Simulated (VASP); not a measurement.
Set up this calculation in VASP 6.6.1, as the native input.

```yaml
Task: single point
Functional: PBE
Potentials_or_basis: VASP PAW PBE potentials, release 64 (W_sv, C, Ti_sv)
Cutoff: 520 eV
k_mesh: 4 × 4 × 1
Occupations: gaussian, width 0.05 eV
Spin: no spin polarisation
Dipole_correction: no
Further_INCAR_settings: LREAL = Auto; ALGO = Normal; EDIFF = 1e-06; NBANDS = 92
```

The structure of TiW8C8 lies in POSCAR:

```
TiW8C8
1.0
    5.8034000000      0.0000000000      0.0000000000
   -2.9017000000      5.0258920000      0.0000000000
    0.0000000000      0.0000000000     17.2429000000
W C Ti
8 8 1
Direct
    0.0000000000      0.0000000000      0.0579948849
    0.0034778840      0.0042521805      0.2270002146
    0.0000000000      0.5000000000      0.0579948849
   -0.0022634850      0.5042702867      0.2233768102
    0.5000000000      0.0000000000      0.0579948849
    0.4980983798      0.0034318286      0.2180754977
    0.5000000000      0.5000000000      0.0579948849
    0.4972437502      0.4981167522      0.2272273805
    0.3318628242      0.1685338642      0.1341045880
    0.3435694883      0.1581042728      0.2947288449
    0.3303939926      0.6655841391      0.1347449675
    0.3242518561      0.6763125829      0.2959160002
    0.8348988808      0.1701234328      0.1346589611
    0.8270948199      0.1785205492      0.2955958104
    0.8323047915      0.6679021356      0.1362152538
    0.8267591514      0.6758607228      0.2944575448
    0.5924166666      0.9125395054      0.3633242088
```

These files were run (other wordings do the same):

INCAR

```
SYSTEM = TiW8C8
PREC     = Accurate       ! precision mode
ENCUT    = 520            ! plane-wave cutoff, eV
EDIFF    = 1E-6           ! SCF threshold, eV
ISMEAR   = 0              ! smearing method
SIGMA    = 0.05           ! smearing width, eV
LREAL    = Auto         
LASPH    = .TRUE.         ! aspherical terms in the spheres
NELM     = 100            ! most SCF steps
ALGO     = Normal         ! electronic algorithm
ISIF     = 2              ! what is computed and relaxed
LWAVE    = .FALSE.        ! write WAVECAR
LCHARG   = .TRUE.         ! write CHGCAR
GGA      = PE             ! functional
LELF     = .TRUE.         ! ELF
LVHAR    = .TRUE.       
NBANDS   = 92             ! bands
```

KPOINTS

```
regular mesh
0
G
  4 4 1
  0 0 0
```

Potentials or basis: VASP PAW PBE potentials, release 64 (W_sv, C, Ti_sv).

Command:

```sh
$ cat potpaw_PBE.64/W_sv/POTCAR potpaw_PBE.64/C/POTCAR potpaw_PBE.64/Ti_sv/POTCAR > POTCAR
$ mpirun -np 1 vasp_std > vasp.out
```

Results of the run:

```yaml
Largest_force: 1.580 eV/Å
Band_gap_on_the_k_mesh: zero (bands 78 and 79 overlap by 0.73 eV)
```

Caveat: there is no dipole correction, which matters where the two faces differ; spin-orbit coupling is left out, which moves the levels of the heavy elements.

It took 15 min on 1 thread of Intel(R) Xeon(R) 6975P-C (Granite Rapids) (shared host), peak memory 0.77 GiB.
